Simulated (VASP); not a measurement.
# Mo (Im-3m) in VASP: a series of runs, part 2 of 2

VASP 6.6.1. Earlier steps stand in the parts before.

### Step 4. Single point, PBE

This run uses another cell than the first one, of 17.45 Å³/atom, 1.077 times its volume.

Input file INCAR:

```
ALGO = Normal ; EDIFF = 1E-6
ENCUT = 520 ; GGA = PE
ISIF = 2 ; ISMEAR = 1
LASPH = True ; LCHARG = True
LELF = True ; LREAL = False
LVHAR = True ; LWAVE = False
NBANDS = 13 ; NELM = 80
PREC = Accurate ; SIGMA = 0.1
```

Input file KPOINTS:

```
k-points
0
Gamma
  13 13 13
```

Input file POSCAR:

```
Mo
1.0
   -1.6339896215      1.6339896215      1.6339896215
    1.6339896215     -1.6339896215      1.6339896215
    1.6339896215      1.6339896215     -1.6339896215
Mo
1
Direct
    0.0000000000      0.0000000000      0.0000000000
```

Potentials or basis: VASP PAW PBE potentials, release 64 (Mo_sv).

Started as:

```sh
cat potpaw_PBE.64/Mo_sv/POTCAR > POTCAR
mpirun -np 1 vasp_std > vasp.out
```

OUTCAR:

```text
EDIFF = 1E-6
   ENCUT = 520
   GGA = PE
   ISIF = 2
   ISMEAR = 1
   LASPH = True
   LREAL = False
   NELM = 80
   PREC = Accurate

 ion  position               nearest neighbor table
   1  0.000  0.000  0.000-

  LATTYP: Found a body centered cubic cell.
 ALAT       =     3.2679792430

  Lattice vectors:

 A1 = (  -1.6339896215,   1.6339896215,   1.6339896215)
 A2 = (   1.6339896215,  -1.6339896215,   1.6339896215)
 A3 = (   1.6339896215,   1.6339896215,  -1.6339896215)

Analysis of symmetry for initial positions (statically):
=====================================================================
 Subroutine PRICEL returns:
 Original cell was already a primitive cell.

 Routine SETGRP: Setting up the symmetry group for a
 body centered cubic supercell.

 Subroutine GETGRP returns: Found 48 space group operations
 (whereof 48 operations were pure point group operations)
 out of a pool of 48 trial point group operations.

The static configuration has the point symmetry O_h .

Analysis of symmetry for dynamics (positions and initial velocities):
=====================================================================
 Subroutine PRICEL returns:
 Original cell was already a primitive cell.

 Routine SETGRP: Setting up the symmetry group for a
 body centered cubic supercell.

 Subroutine GETGRP returns: Found 48 space group operations
 (whereof 48 operations were pure point group operations)
 out of a pool of 48 trial point group operations.

The dynamic configuration has the point symmetry O_h .

 Subroutine INISYM returns: Found 48 space group operations
 (whereof 48 operations are pure point group operations),
 and found     1 'primitive' translations

----------------------------------------------------------------------------------------

                                     Primitive cell

  volume of cell :      17.4505
[... 108 lines left out ...]
  volume/ion in A,a.u.               =      17.45       117.76
  Fermi-wavevector in a.u.,A,eV,Ry     =   1.521183  2.874620 31.483863  2.313999
  Thomas-Fermi vector in A             =   2.629933
   LORBIT       =      0    0 simple, 1 ext, 2 COOP (PROOUT), +10 PAW based schemes
   GGA     = PE    functional components
   LHFCALC =     F    Hartree Fock is set to
   AEXX    =    0.0000 exact exchange contribution
   IVDW    =     0    specifies the selected vdW correction
   LEPSILON=     F    determine dielectric tensor
   LRPA    =     F    only Hartree local field effects (RPA)
 non-spin polarized calculation
 Methfessel and Paxton  Order N= 1 SIGMA  =   0.10
  energy-cutoff  :      520.00
  volume of cell :       17.45
 maximum number of plane-waves:       479
 NGX is ok and might be reduce to    24
   NGX = 11   NGY = 11   NGZ = 11

 number of electron      14.0000000 magnetization

 Free energy of the ion-electron system (eV)
  ---------------------------------------------------
  ext. energy  EPLUGINS =         0.00000000
  ---------------------------------------------------
  free energy    TOTEN  =       -10.82217346 eV

  energy without entropy =      -10.82131728  energy(sigma->0) =      -10.82188807

 E-fermi :  10.9919     XC(G=0): -12.7837

 val. band max:       10.9782226643   @ k =  -0.3077   0.3077   0.1538
 cond. band min:      10.9990474504   @ k =   0.3846   0.0769   0.0769
 fundamental gap:      0.0208247860
 Fermi energy:        10.9919156172

 k-point     1 :       0.0000    0.0000    0.0000
  band No.  band energies     occupation
      1     -50.4192      2.00000
      2     -23.8963      2.00000
      3     -23.8963      2.00000
      4     -23.8963      2.00000
      5       4.0569      2.00000
      6       9.7130      2.00000
      7       9.7130      2.00000
      8       9.7130      2.00000
      9      12.3494     -0.00000
     10      12.3494     -0.00000
     11      25.5389      0.00000
     12      25.5389      0.00000
     13      25.5389      0.00000
[... 354 lines left out ...]
  band No.  band energies     occupation
      1     -50.2980      2.00000
      2     -24.5950      2.00000
      3     -24.1111      2.00000
      4     -23.9492      2.00000
      5       6.7370      2.00000
      6       8.3654      2.00000
      7       9.1303      2.00000
      8      12.1545     -0.00000
      9      12.6005     -0.00000
     10      13.7303      0.00000
     11      24.4025      0.00000
     12      24.6479      0.00000
     13      27.9814      0.00000

 [... further k-points ...]
[... 5 lines left out ...]
  --------------------------------------------------------------------------------------
  -------------------------------------------------------------------------------------
  Total       -2.2297416     -2.2297416     -2.2297416     -0.0000000     -0.0000000     -0.0000000
  in kB     -204.7185771   -204.7185771   -204.7185771     -0.0000000     -0.0000000     -0.0000000
  external PRESSURE =    -204.7185771 kB  Pullay stress =       0.0000000 kB

 VOLUME and BASIS-vectors are now :
 -----------------------------------------------------------------------------
  energy-cutoff  :      520.00
  volume of cell :       17.45
      direct lattice vectors                 reciprocal lattice vectors
    -1.633989622  1.633989622  1.633989622     0.000000000  0.305999496  0.305999496
     1.633989622 -1.633989622  1.633989622     0.305999496  0.000000000  0.305999496
     1.633989622  1.633989622 -1.633989622     0.305999496  0.305999496  0.000000000

 POSITION                                       TOTAL-FORCE (eV/Angst)
 -----------------------------------------------------------------------------------
      0.00000      0.00000      0.00000         0.000000      0.000000      0.000000
 -----------------------------------------------------------------------------------
    total drift:                               -0.000000      0.000000      0.000000

  FREE ENERGIE OF THE ION-ELECTRON SYSTEM (eV)
  ---------------------------------------------------
  free  energy   TOTEN  =       -10.8221734629 eV

  energy  without entropy=      -10.8213172822  energy(sigma->0) =      -10.82188807
```

Run time: 11 s. Hardware: 1 thread of Intel Xeon 6975P-C, shared host; peak memory 0.15 GiB.

Results:

```yaml
Free_energy: -10.8222 eV
Pressure: -20.5 GPa
Band_gap_on_the_k_mesh: zero (band 7 reaches 13.96 eV, above the bottom of band 8 at 9.71 eV)
```

### Step 5. Overview

| cell | gap on the mesh (eV) | pressure (GPa) |
| --- | --- | --- |
| a = 2.761 Å, angles 109.5°, 1 atom | none | -6.1 |
| a = 2.796 Å, angles 109.5°, 1 atom | none | -14.0 |
| a = 2.830 Å, angles 109.5°, 1 atom | none | -20.5 |

Alike in all rows: task single point; level PBE; potentials or basis VASP PAW PBE potentials, release 64 (Mo_sv); no spin polarisation; k mesh 13 × 13 × 13; cutoff (eV) 520; smearing methfessel-paxton 0.1 eV.

Absolute energies hang on the potentials; compare differences alone.
